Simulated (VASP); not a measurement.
Here is a VASP 6.6.1 calculation.

INCAR

```
SYSTEM = Fe3Co
PREC = Accurate ; ENCUT = 520
EDIFF = 1E-7 ; ISMEAR = 0
SIGMA = 0.15 ; LREAL = .False.
LASPH = .True. ; NELM = 150
ALGO = Normal ; ISIF = 2
LWAVE = .False. ; LCHARG = .False.
ISPIN = 2 ; MAGMOM = 2.34 2.66 2.66 1.9
LORBIT = 11 ; LMAXMIX = 4
GGA = CA ; NBANDS = 28
```

KPOINTS

```
Automatic mesh
0
Gamma
  10 10 14
  0 0 0
```

Contents of POSCAR:

```
Fe3Co
1.0
    3.9780000000      0.0000000000      0.0000000000
    0.0000000000      3.9780000000      0.0000000000
    0.0000000000      0.0000000000      2.6182000000
Fe Co
3 1
Direct
    0.5000000000      0.5000000000      0.0000000000
    0.5000000000      0.0000000000      0.5000000000
    0.0000000000      0.5000000000      0.5000000000
    0.0000000000      0.0000000000      0.0000000000
```

Potentials or basis: VASP PAW LDA potentials, release 64 (Fe, Co).

Command:

```bash
$ cat potpaw_LDA.64/Fe/POTCAR potpaw_LDA.64/Co/POTCAR > POTCAR
$ mpirun -np 1 vasp_std > vasp.out
```

Question: Estimate the net moment.

Answer: 8.24 μB per cell.

Question: What does it give for the site moments?

Answer: Fe +2.00, +2.27 (each value once); Co +1.58 μB.

Stress tensor (GPa, compression positive):
```
-0.37  0.00  0.00
 0.00 -0.37  0.00
 0.00  0.00  9.91
```

Caveat: the stress differs along the axes, from -0 to 10 GPa.
